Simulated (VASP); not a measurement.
# Na (P6_3/mmc) in VASP: relaxation of cell and atoms with PBE

Aim: the relaxation of cell and atoms of Na with PBE.

Everything below comes from runs of VASP 6.6.1. Logs are shortened: lines on timing, memory, paths and dates and some standing lists are left out, and cuts for length are marked.

## Step 1: The cell of the first run

It takes space group P6_3/mmc (No. 194, hexagonal). The conventional cell has a = 3.754 Å, b = 3.754 Å, c = 24.292 Å, α = 90.00°, β = 90.00°, γ = 120.00°. Within 4.9 Å of Na (site symmetry -6m2) lie 12 Na at 3.73 to 3.75 Å. Within 4.9 Å of Na (site symmetry 3m) lie 12 Na at 3.73 to 3.75 Å. Within 4.9 Å of Na (site symmetry -3m) lie 12 Na at 3.73 to 3.75 Å.

The cell was generated, and may not be a known phase.

## Step 2: Relaxation of cell and atoms, PBE

INCAR

```
PREC = Accurate ; ENCUT = 600
EDIFF = 1E-7 ; ISMEAR = 0
SIGMA = 0.1 ; LREAL = F
LASPH = T ; NELM = 100
ALGO = Fast ; ISIF = 3
LWAVE = F ; LCHARG = F
GGA = PE ; IBRION = 2
NSW = 100 ; EDIFFG = -0.01
```

KPOINTS

```
Automatic mesh
0
Gamma
  12 12 2
```

POSCAR

```
Na
1.0
    3.7539719000      0.0000000000      0.0000000000
   -1.8769859000      3.2510350000      0.0000000000
    0.0000000000      0.0000000000     24.2919426000
Na
8
Direct
    0.3333333000      0.6666667000      0.7500000000
    0.6666667000      0.3333333000      0.8749890000
    0.0000000000      0.0000000000      0.0000000000
    0.3333333000      0.6666667000      0.1250110000
    0.6666667000      0.3333333000      0.2500000000
    0.3333333000      0.6666667000      0.3749890000
    0.0000000000      0.0000000000      0.5000000000
    0.6666667000      0.3333333000      0.6250110000
```

Potentials or basis: VASP PAW PBE potentials, release 64 (Na_pv).

Run with:

```bash
cat potpaw_PBE.64/Na_pv/POTCAR > POTCAR
mpirun -np 1 vasp_std > vasp.out
```

OUTCAR:

```text
PREC = Accurate
   ENCUT = 600
   EDIFF = 1E-7
   ISMEAR = 0
   LREAL = F
   LASPH = T
   NELM = 100
   ISIF = 3
   GGA = PE
   IBRION = 2
   NSW = 100
   EDIFFG = -0.01

 ion  position               nearest neighbor table
   1  0.333  0.667  0.750-
   2  0.667  0.333  0.875-
   3  0.000  0.000  0.000-
   4  0.333  0.667  0.125-
   5  0.667  0.333  0.250-
   6  0.333  0.667  0.375-
   7  0.000  0.000  0.500-
   8  0.667  0.333  0.625-

  LATTYP: Found a hexagonal cell.
 ALAT       =     3.7539719000
 C/A-ratio  =     6.4709974521

  Lattice vectors:

 A1 = (   3.7539719000,   0.0000000000,   0.0000000000)
 A2 = (  -1.8769859000,   3.2510350000,   0.0000000000)
 A3 = (   0.0000000000,   0.0000000000,  24.2919426000)

Analysis of symmetry for initial positions (statically):
=====================================================================
 Subroutine PRICEL returns:
 Original cell was already a primitive cell.

 Routine SETGRP: Setting up the symmetry group for a
 hexagonal supercell.

 Subroutine GETGRP returns: Found 24 space group operations
 (whereof 12 operations were pure point group operations)
 out of a pool of 24 trial point group operations.

The static configuration has the point symmetry D_3d.
 The point group associated with its full space group is D_6h.

Analysis of symmetry for dynamics (positions and initial velocities):
=====================================================================
 Subroutine PRICEL returns:
 Original cell was already a primitive cell.

 Routine SETGRP: Setting up the symmetry group for a
 hexagonal supercell.

 Subroutine GETGRP returns: Found 24 space group operations
 (whereof 12 operations were pure point group operations)
 out of a pool of 24 trial point group operations.

The dynamic configuration has the point symmetry D_3d.
 The point group associated with its full space group is D_6h.

 Subroutine INISYM returns: Found 24 space group operations
 (whereof 12 operations are pure point group operations),
 and found     1 'primitive' translations

[... 99 lines left out ...]
   ICHARG =      2    charge: 1-file 2-atom 10-const
   ISPIN  =      1    spin polarized calculation?
   LNONCOLLINEAR =      F non collinear calculations
   LSORBIT =      F    spin-orbit coupling
   LASPH  =      T    aspherical Exc in radial PAW
   ENCUT  =  600.0 eV  44.10 Ry    6.64 a.u.   7.50  7.50 48.52*2*pi/ulx,y,z
   NELM   =    100;   NELMIN=  2; NELMDL= -5     # of ELM steps
   EDIFF  = 0.1E-06   stopping-criterion for ELM
   LREAL  =      F    real-space projection
   EDIFFG = -.1E-01   stopping-criterion for IOM
   NSW    =    100    number of steps for IOM
   IBRION =      2    ionic relax: 0-MD 1-quasi-New 2-CG
   NFREE  =      1    steps in history (QN), initial steepest desc. (CG)
   ISIF   =      3    stress and relaxation
   ISYM   =      2    0-nonsym 1-usesym 2-fastsym
   POTIM  = 0.5000    time-step for ionic-motion
   TEBEG  =    0.0;   TEEND  =   0.0 temperature during run
   PSTRESS=    0.0 pullay stress
   NELECT =      56.0000    total number of electrons
   NUPDOWN=      -1.0000    fix difference up-down
   EMIN   =  10.00;   EMAX   =-10.00  energy-range for DOS
   EFERMI =   0.00;   METHOD = LEGACY
   ISMEAR =     0;   SIGMA  =   0.10  broadening in eV -4-tet -1-fermi 0-gaus
   EFERMI_NEDOS =   21; number of points for ismear=-14 and -15
   IALGO  =     68    algorithm
   IMIX   =      4    mixing-type and parameters
     AMIX     =   0.40;   BMIX     =  1.00
     AMIX_MAG =   1.60;   BMIX_MAG =  1.00
  volume/ion in A,a.u.               =      37.06       250.08
  Fermi-wavevector in a.u.,A,eV,Ry     =   0.939318  1.775053 12.004663  0.882318
  Thomas-Fermi vector in A             =   2.066618
   LORBIT       =      0    0 simple, 1 ext, 2 COOP (PROOUT), +10 PAW based schemes
   GGA     = PE    functional components
   LHFCALC =     F    Hartree Fock is set to
   AEXX    =    0.0000 exact exchange contribution
   IVDW    =     0    specifies the selected vdW correction
   LEPSILON=     F    determine dielectric tensor
   LRPA    =     F    only Hartree local field effects (RPA)
 conjugate gradient relaxation of ions
 non-spin polarized calculation
 RMM-DIIS sequential band-by-band and
 Gauss-broadening in eV      SIGMA  =   0.10
  energy-cutoff  :      600.00
  volume of cell :      296.47
 maximum number of plane-waves:      9968
 NGX is ok and might be reduce to    30
   NGX = 15   NGY = 15   NGZ = 97

 number of electron      55.9999996 magnetization

 Free energy of the ion-electron system (eV)
  ---------------------------------------------------
  ext. energy  EPLUGINS =         0.00000000
  ---------------------------------------------------
  free energy    TOTEN  =       -10.51536700 eV

  energy without entropy =      -10.50072864  energy(sigma->0) =      -10.50804782

 E-fermi :   0.3198     XC(G=0):  -6.5025

 val. band max:        0.3005780361   @ k =   0.2500   0.2500   0.5000
 cond. band min:       0.3722779106   @ k =   0.4167   0.0833   0.0000
 fundamental gap:      0.0716998745
 Fermi energy:         0.3197626367

 k-point     1 :       0.0000    0.0000    0.0000
  band No.  band energies     occupation
      1     -24.6032      2.00000
      2     -24.5981      2.00000
      3     -24.5978      2.00000
      4     -24.5855      2.00000
      5     -24.5852      2.00000
      6     -24.5728      2.00000
[... 853 lines left out ...]
     32       1.6829      0.00000
     33       3.2254      0.00000

 [... further k-points ...]
[... 5 lines left out ...]
  --------------------------------------------------------------------------------------
  -------------------------------------------------------------------------------------
  Total       -0.0377381     -0.0377381      0.0123987     -0.0000000      0.0000000      0.0000000
  in kB       -0.2039463     -0.2039463      0.0670055     -0.0000000      0.0000000      0.0000000
  external PRESSURE =      -0.1136291 kB  Pullay stress =       0.0000000 kB

 VOLUME and BASIS-vectors are now :
 -----------------------------------------------------------------------------
  energy-cutoff  :      600.00
  volume of cell :      296.47
      direct lattice vectors                 reciprocal lattice vectors
     3.753971900  0.000000000  0.000000000     0.266384519  0.153797171  0.000000000
    -1.876985900  3.251035000  0.000000000     0.000000000  0.307594351  0.000000000
     0.000000000  0.000000000 24.291942600     0.000000000  0.000000000  0.041165913

 POSITION                                       TOTAL-FORCE (eV/Angst)
 -----------------------------------------------------------------------------------
     -0.00000      2.16736     18.21896         0.000000     -0.000000     -0.000000
      1.87699      1.08368     21.25518         0.000000     -0.000000      0.000031
      0.00000      0.00000      0.00000        -0.000000      0.000000      0.000000
     -0.00000      2.16736      3.03676        -0.000000      0.000000     -0.000031
      1.87699      1.08368      6.07299         0.000000      0.000000     -0.000000
     -0.00000      2.16736      9.10921        -0.000000      0.000000      0.000031
      0.00000      0.00000     12.14597        -0.000000      0.000000      0.000000
      1.87699      1.08368     15.18273         0.000000      0.000000     -0.000031
 -----------------------------------------------------------------------------------
    total drift:                                0.000000      0.000000      0.000000

  FREE ENERGIE OF THE ION-ELECTRON SYSTEM (eV)
  ---------------------------------------------------
  free  energy   TOTEN  =       -10.5153669967 eV

  energy  without entropy=      -10.5007286434  energy(sigma->0) =      -10.50804782

 reached required accuracy - stopping structural energy minimisation
```

OSZICAR:

```text
N       E                     dE             d eps       ncg     rms          rms(c)
DAV:   1     0.514977406013E+03    0.51498E+03   -0.31729E+04  2940   0.183E+03
DAV:   2     0.202900086563E+02   -0.49469E+03   -0.48889E+03  2612   0.479E+02
DAV:   3    -0.989922555042E+01   -0.30189E+02   -0.29527E+02  2948   0.148E+02
DAV:   4    -0.105072386075E+02   -0.60801E+00   -0.60738E+00  2685   0.209E+01
DAV:   5    -0.105210347412E+02   -0.13796E-01   -0.13796E-01  2783   0.360E+00    0.574E-01
RMM:   6    -0.105178465978E+02    0.31881E-02   -0.52128E-03  2661   0.714E-01    0.384E-01
RMM:   7    -0.105152366000E+02    0.26100E-02   -0.89305E-03  2562   0.769E-01    0.469E-02
RMM:   8    -0.105153064813E+02   -0.69881E-04   -0.22806E-03  2675   0.743E-01    0.205E-02
RMM:   9    -0.105153416572E+02   -0.35176E-04   -0.61084E-04  2683   0.246E-01    0.839E-03
RMM:  10    -0.105153608534E+02   -0.19196E-04   -0.18734E-04  2818   0.181E-01    0.935E-03
RMM:  11    -0.105153834975E+02   -0.22644E-04   -0.19412E-04  2673   0.156E-01    0.205E-02
RMM:  12    -0.105153658144E+02    0.17683E-04   -0.74764E-05  2614   0.119E-01    0.335E-03
RMM:  13    -0.105153668166E+02   -0.10022E-05   -0.15127E-05  3049   0.467E-02    0.737E-04
RMM:  14    -0.105153671852E+02   -0.36864E-06   -0.24916E-06  2384   0.138E-02    0.153E-03
RMM:  15    -0.105153670072E+02    0.17802E-06   -0.36069E-07  1887   0.836E-03    0.208E-04
RMM:  16    -0.105153669967E+02    0.10501E-07   -0.81340E-08  1375   0.288E-03
   1 F= -.10515367E+02 E0= -.10508048E+02  d E =-.105154E+02
```

Run time: 11 min. Hardware: 1 thread of Intel Xeon Platinum 8259CL at 2.50GHz (Skylake/Cascade Lake), shared host; peak memory 0.61 GiB.

Results:

| Quantity | Value |
| --- | --- |
| Free energy | -10.5154 eV |
| Pressure after relaxing | 0.0 GPa |
| Band gap on the k mesh | zero (bands 28 and 29 overlap by 3.72 eV) |

Final structure:
```yaml
crystal:
  lattice:
    - [3.75397, 0.00000, 0.00000]
    - [-1.87699, 3.25103, 0.00000]
    - [0.00000, 0.00000, 24.29194]
  atoms:
    - { symbol: Na, position: [0.33333, 0.66667, 0.75000] }
    - { symbol: Na, position: [0.66667, 0.33333, 0.87499] }
    - { symbol: Na, position: [0.00000, 0.00000, 0.00000] }
    - { symbol: Na, position: [0.33333, 0.66667, 0.12501] }
    - { symbol: Na, position: [0.66667, 0.33333, 0.25000] }
    - { symbol: Na, position: [0.33333, 0.66667, 0.37499] }
    - { symbol: Na, position: [0.00000, 0.00000, 0.50000] }
    - { symbol: Na, position: [0.66667, 0.33333, 0.62501] }
```

Levels at points of the mesh, in eV from the Fermi level:
```
           k point  band 27  band 28  band 29  band 30  band 31  band 32
(0.00, 0.00, 0.00)    -3.01    -2.22    -2.22    -0.95    -0.95     0.61
(0.50, 0.00, 0.00)     0.46     0.47     0.56     0.60     1.18     1.21
(0.00, 0.00, 0.50)    -2.68    -2.68    -1.65    -1.65    -0.14    -0.14
(0.50, 0.00, 0.50)     0.36     0.36     0.74     0.74     0.96     0.96
```

The gap in the log of VASP goes by the Fermi energy; the results here count the filled bands.